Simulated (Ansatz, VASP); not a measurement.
**Ru: VASP beside Ansatz**

```
CELL_PARAMETERS angstrom
2.63263 0.00000 0.00000
-1.31631 2.27992 0.00000
0.00000 0.00000 4.50969
ATOMIC_POSITIONS crystal
Ru 0.33333 0.66667 0.25000
Ru 0.66667 0.33333 0.75000
```

Alike in both runs: task single point; functional PBEsol; k mesh 21 × 21 × 12; occupations gaussian, width 0.15 eV; no spin polarisation.

|  | VASP | Ansatz |
| --- | --- | --- |
| version | VASP 6.6.1 | Ansatz 0.2.0 |
| potentials or method | VASP PAW PBE potentials, release 64 (Ru_pv), cutoff 520 eV | scalar-relativistic, plane waves, PAW |
| valence electrons in the cell | 28 | 32 |

```tsv
	VASP	Ansatz	Ansatz less VASP
gap on the k mesh at the Fermi level (eV)	none	none	-
pressure (GPa)	-3.8	-3.7	+0.06
traceless stress, the component that is largest in VASP (GPa)	-25.79	-25.83	-0.038
```

VASP's potentials were made for PBE, not for PBEsol, and Ansatz warns of the same on its side. A gap of «none» marks a metal or a gap that the smearing closes. The functional is the same, so the differences come from potentials, cutoffs and numerics. VASP's potentials hold 28 valence electrons a cell and Ansatz's 32, so a difference there can come from the potentials and not from the codes.
